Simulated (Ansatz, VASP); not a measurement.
BaTiO3: VASP beside Ansatz

Contents of INCAR:

```
PREC = Accurate
ENCUT = 520
EDIFF = 1E-6
ISMEAR = -1
SIGMA = 0.05
LREAL = F
LASPH = T
NELM = 100
ALGO = Normal
ISIF = 2
LWAVE = F
LCHARG = T
GGA = PE
LELF = T
LVHAR = T
NBANDS = 28
```

KPOINTS

```
regular mesh
0
Gamma
  7 7 7
```

File POSCAR:

```
BaTiO3
1.0
    2.7696490538      1.5990576267      2.2710660605
   -2.7696490538      1.5990576267      2.2710660605
    0.0000000000     -3.1981152536      2.2710660605
Ba Ti O
1 1 3
Direct
    0.0000000000      0.0000000000      0.0000000000
    0.4845000000      0.4845000000      0.4845000000
    0.5086000000      0.0175000000      0.5086000000
    0.0175000000      0.5086000000      0.5086000000
    0.5086000000      0.5086000000      0.0175000000
```

input.yaml

```yaml
crystal:
  lattice:
    - [2.7696490538, 1.5990576267, 2.2710660605]
    - [-2.7696490538, 1.5990576267, 2.2710660605]
    - [0.0, -3.1981152536, 2.2710660605]
  atoms:
    - { symbol: Ba, position: [0.0, 0.0, 0.0] }
    - { symbol: Ti, position: [0.4845, 0.4845, 0.4845] }
    - { symbol: O, position: [0.5086, 0.0175, 0.5086] }
    - { symbol: O, position: [0.0175, 0.5086, 0.5086] }
    - { symbol: O, position: [0.5086, 0.5086, 0.0175] }
kpoints:
  mp_grid: { grid: [7, 7, 7] }
scf:
  occupations: { method: fermi_dirac, width: 0.05 }
hamiltonian:
  xc: pbe
  pseudopotentials: { kind: all_electron, lapw: { basis_error: 0.001 } }
output:
  forces: true
  stress: true
  eigenvalues: true
```

Change from the starting cell: volume scaled by 0.94.

Alike in both runs: task single point; functional PBE; k mesh 7 × 7 × 7; occupations fermi-dirac, width 0.05 eV; no spin polarisation.

|  | VASP | Ansatz |
| --- | --- | --- |
| version | VASP 6.6.1 | Ansatz 0.2.0 |
| potentials or method | VASP PAW PBE potentials, release 64 (Ba_sv, Ti_sv, O), cutoff 520 eV | all-electron LAPW, scalar-relativistic |

```csv
,VASP,Ansatz,Ansatz less VASP
gap on the k mesh at the Fermi level (eV),2.60,2.66,+0.060
least direct gap on the mesh (eV),2.88,2.90,+0.011
pressure (GPa),20.0,17.7,-2.32
"traceless stress, the component that is largest in VASP (GPa)",-0.71,-0.65,+0.060
rms of the force components (eV/Å),0.378,0.348,-0.0304
```

Atom by atom the forces differ by 0.033 eV/Å (rms over components). Ansatz ran all-electron here, and VASP with PAW potentials.

Spin-orbit coupling is off throughout.
